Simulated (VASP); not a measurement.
Input of a VASP 6.6.1 run:

File INCAR:

```
ALGO = Normal
EDIFF = 1E-6
ENCUT = 520
GGA = PS
ISIF = 2
ISMEAR = 0
LASPH = T
LCHARG = F
LREAL = F
LWAVE = F
NBANDS = 24
NELM = 100
PREC = Accurate
SIGMA = 0.15
```

File KPOINTS:

```
k-points
0
Gamma
  14 14 14
```

The input POSCAR:

```
TaF3
1.0
    4.0960033332     -0.8192006666     -0.8192006666
   -0.8192006666      4.0960033332     -0.8192006666
   -0.8192006666     -0.8192006666      4.0960033332
Ta F
1 3
Direct
    0.0000000000      0.0000000000      0.0000000000
    0.5000000000      0.0000000000      0.0000000000
    0.0000000000      0.5000000000      0.0000000000
    0.0000000000      0.0000000000      0.5000000000
```

Potentials or basis: VASP PAW PBE potentials, release 64 (Ta_pv, F).

Run with:

```bash
$ cat potpaw_PBE.64/Ta_pv/POTCAR potpaw_PBE.64/F/POTCAR > POTCAR
$ mpirun -np 1 vasp_std > vasp.out
```

Question: What does it give for the pressure?

Answer: -14.2 GPa.

Question: Estimate the band gap on the k mesh.

Answer: Zero (bands 16 and 17 overlap by 1.81 eV).

Stress tensor (GPa, compression positive):
```
-14.25   4.68   4.68
  4.68 -14.25   4.68
  4.68   4.68 -14.25
```

Caveat: the cell stands under tension; the PAW data sets were made with another functional, which shifts forces and pressure a little; spin-orbit coupling is left out, which moves the levels of the heavy elements.
